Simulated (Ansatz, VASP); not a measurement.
**One calculation of GdN, two programs**

INCAR

```
SYSTEM = GdN
  ALGO = Normal
  EDIFF = 1E-6
  ENCUT = 520
  GGA = PE
  ISIF = 2
  ISMEAR = 0
  ISPIN = 2
  LASPH = .True.
  LCHARG = .False.
  LMAXMIX = 6
  LORBIT = 11
  LREAL = .False.
  LWAVE = .False.
  MAGMOM = 7 0
  NBANDS = 22
  NELM = 150
  PREC = Accurate
  SIGMA = 0.05
```

File KPOINTS:

```
k-points
0
Gamma
  12 12 12
  0 0 0
```

The input POSCAR:

```
GdN
1.0
    0.0000000000      2.5078015361      2.5078015361
    2.5078015361      0.0000000000      2.5078015361
    2.5078015361      2.5078015361      0.0000000000
Gd N
1 1
Direct
    0.5000000000      0.5000000000      0.5000000000
    0.0000000000      0.0000000000      0.0000000000
```

Input for Ansatz:

```yaml
crystal:
  lattice:
    - [0.0, 2.5078015361, 2.5078015361]
    - [2.5078015361, 0.0, 2.5078015361]
    - [2.5078015361, 2.5078015361, 0.0]
  atoms:
    - { symbol: Gd, position: [0.5, 0.5, 0.5], spin: 7.0 }
    - { symbol: "N", position: [0.0, 0.0, 0.0] }
basis:
  ecutwfc: 420
  ecutrho_ratio: 4
kpoints:
  mp_grid: { grid: [12, 12, 12] }
hamiltonian:
  xc: pbe
scf:
  occupations: { method: gaussian, width: 0.05 }
output:
  forces: true
  stress: true
  eigenvalues: true
  populations: true
magnetization:
  spin_polarized: true
```

Alike in both runs: task single point; functional PBE; k mesh 12 × 12 × 12; occupations gaussian, width 0.05 eV; collinear spin.

|  | VASP | Ansatz |
| --- | --- | --- |
| version | VASP 6.6.1 | Ansatz 0.2.0 |
| potentials or method | VASP PAW PBE potentials, release 64 (Gd, N), cutoff 520 eV | scalar-relativistic, plane waves, PAW |
| valence electrons in the cell | 23 | 23 |

VASP gave:

- gap on the k mesh at the Fermi level (eV): none
- pressure (GPa): -2.8
- net moment per atom (μB): 3.50
- size of the moment on the site where the two differ most (μB): 6.80

Estimate Ansatz's values.

gap on the k mesh at the Fermi level (eV): none; pressure (GPa): -2.7; net moment per atom (μB): 3.50; size of the moment on the site where the two differ most (μB): 6.87.

Site moments also hang on the region over which each program counts them. A gap of «none» marks a metal or a gap that the smearing closes. Ansatz's warnings: stability check not made.

Neither program's run includes spin-orbit coupling.
